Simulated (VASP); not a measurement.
# Rb2ClF: single point with PBE

Crystal: Rb2ClF.

```
F Cl Rb
1.0
     2.20438    1.27270    7.33885
    -2.20438    1.27270    7.33885
     0.00000   -2.54540    7.33885
F Cl Rb
1 1 2
Direct
  0.00000 0.00000 0.00000
  0.50000 0.50000 0.50000
  0.26176 0.26176 0.26176
  0.73824 0.73824 0.73824
```

```json
{
  "Program": "VASP 6.6.1",
  "Task": "single point",
  "Functional": "PBE",
  "Potentials or basis": "VASP PAW PBE potentials, release 64 (F, Cl, Rb_sv)",
  "Cutoff": "520 eV",
  "k mesh": "6 × 6 × 6",
  "Occupations": "gaussian, width 0.01 eV",
  "Spin": "no spin polarisation"
}
```

```yaml
Pressure: -0.5 GPa
Largest_force: 0.025 eV/Å
Band_gap_on_the_k_mesh: 4.67 eV
```

Forces in eV/Å, atoms in the order of the input:
```
F    0.000  0.000  0.000
Cl   0.000  0.000  0.000
Rb   0.000  0.000 -0.025
Rb   0.000  0.000  0.025
```

Levels at points of the mesh, in eV from the valence-band top:
| k point | band 14 | band 15 | band 16 | band 17 | band 18 | band 19 |
| --- | --- | --- | --- | --- | --- | --- |
| (0.00, 0.00, 0.00) | -0.32 | 0.00 | 0.00 | 4.67 | 7.28 | 7.68 |
| (0.50, 0.00, 0.00) | -0.61 | -0.39 | -0.14 | 6.79 | 7.34 | 7.57 |
| (0.50, 0.50, 0.00) | -0.48 | -0.33 | -0.12 | 6.39 | 7.35 | 7.97 |
| (0.50, 0.50, 0.50) | -0.61 | -0.03 | -0.03 | 5.83 | 6.10 | 7.19 |

It took 4.5 min on 1 thread of Intel(R) Xeon(R) Platinum 8259CL CPU @ 2.50GHz (Skylake/Cascade Lake), with other jobs on the host, peak memory 0.5 GiB.

A k mesh can miss the band edges.
